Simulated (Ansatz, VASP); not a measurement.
**One calculation of GaB2As2, two programs**

The input INCAR:

```
  PREC = Accurate
  ENCUT = 520
  EDIFF = 1E-6
  ISMEAR = 0
  SIGMA = 0.1
  LREAL = F
  LASPH = T
  NELM = 80
  ALGO = Normal
  ISIF = 2
  LWAVE = F
  LCHARG = F
  GGA = PE
  NBANDS = 22
```

File KPOINTS:

```
regular mesh
0
Gamma
  6 6 4
```

The input POSCAR:

```
GaB2As2
1.0
    3.4738966800      0.0000000000      0.0000000000
    0.0000000000      3.4738966800      0.0000000000
    0.0000000000      0.0000000000      6.8727177500
Ga B As
1 2 2
Direct
    0.0000000000      0.0000000000      0.0000000000
    0.0000000000      0.5000000000      0.5196914500
    0.5000000000      0.0000000000      0.4803085500
    0.5000000000      0.5000000000      0.2071391600
    0.5000000000      0.5000000000      0.7928608400
```

Input for Ansatz:

```yaml
crystal:
  lattice:
    - [3.47389668, 0.0, 0.0]
    - [0.0, 3.47389668, 0.0]
    - [0.0, 0.0, 6.87271775]
  atoms:
    - { symbol: Ga, position: [0.0, 0.0, 0.0] }
    - { symbol: B, position: [0.0, 0.5, 0.51969145] }
    - { symbol: B, position: [0.5, 0.0, 0.48030855] }
    - { symbol: As, position: [0.5, 0.5, 0.20713916] }
    - { symbol: As, position: [0.5, 0.5, 0.79286084] }
basis:
  ecutwfc: 420
kpoints:
  mp_grid: { grid: [6, 6, 4] }
hamiltonian:
  xc: pbe
scf:
  occupations: { method: gaussian, width: 0.1 }
  lower_state_search: "off"
output:
  forces: true
  stress: true
  eigenvalues: true
```

Alike in both runs: task single point; functional PBE; k mesh 6 × 6 × 4; occupations gaussian, width 0.1 eV; no spin polarisation.

|  | VASP | Ansatz |
| --- | --- | --- |
| version | VASP 6.6.1 | Ansatz 0.2.0 |
| potentials or method | VASP PAW PBE potentials, release 64 (Ga_d, B, As), cutoff 520 eV | scalar-relativistic, plane waves, PAW |
| valence electrons in the cell | 29 | 49 |

Ansatz gave:

| Item | Value |
| --- | --- |
| gap on the k mesh at the Fermi level (eV) | none |
| pressure (GPa) | -10.9 |
| traceless stress, the component that is largest in VASP (GPa) | 2.39 |
| rms of the force components (eV/Å) | 0.769 |

Question: Which values does VASP return?

Answer: gap on the k mesh at the Fermi level (eV): none; pressure (GPa): -10.8; traceless stress, the component that is largest in VASP (GPa): 2.40; rms of the force components (eV/Å): 0.772.

Atom by atom the forces differ by 0.004 eV/Å (rms over components). A gap of «none» marks a metal or a gap that the smearing closes. VASP's potentials hold 29 valence electrons a cell and Ansatz's 49, so a difference there can come from the potentials and not from the codes.
